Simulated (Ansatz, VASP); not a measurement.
**AlB3P4 in VASP and in Ansatz**

```xyz
8
Lattice="-2.4051 2.4051 4.7807 2.4051 -2.4051 4.7807 2.4051 2.4051 -4.7807" Properties=species:S:1:pos:R:3 pbc="T T T"
Al    0.0000    0.0000    4.7807
B     0.0000    0.0000    0.0000
B     0.0000    2.4051    2.3904
B     2.4051    0.0000    2.3904
P     1.0715    1.0715    1.2866
P     1.3336   -1.3336    3.4941
P     1.3336    1.3336    6.0673
P    -1.3336    1.3336    3.4941
```

Alike in both runs: functional PBE; k mesh 8 × 8 × 8; occupations gaussian, width 0.02 eV; no spin polarisation.

Ansatz relaxed the structure, and its values are those at the end. VASP's run is a single point on that final structure, the one shown.

|  | VASP | Ansatz |
| --- | --- | --- |
| version | VASP 6.6.1 | Ansatz 0.2.0 |
| potentials or method | VASP PAW PBE potentials, release 64 (Al, B, P), cutoff 520 eV | scalar-relativistic, plane waves, PAW |
| valence electrons in the cell | 32 | 32 |

|  | VASP | Ansatz | Ansatz less VASP |
| --- | --- | --- | --- |
| gap on the k mesh at the Fermi level (eV) | 0.92 | 0.92 | +0.003 |
| least direct gap on the mesh (eV) | 0.94 | 0.94 | +0.003 |
| pressure (GPa) | -0.2 | 0.0 | +0.17 |
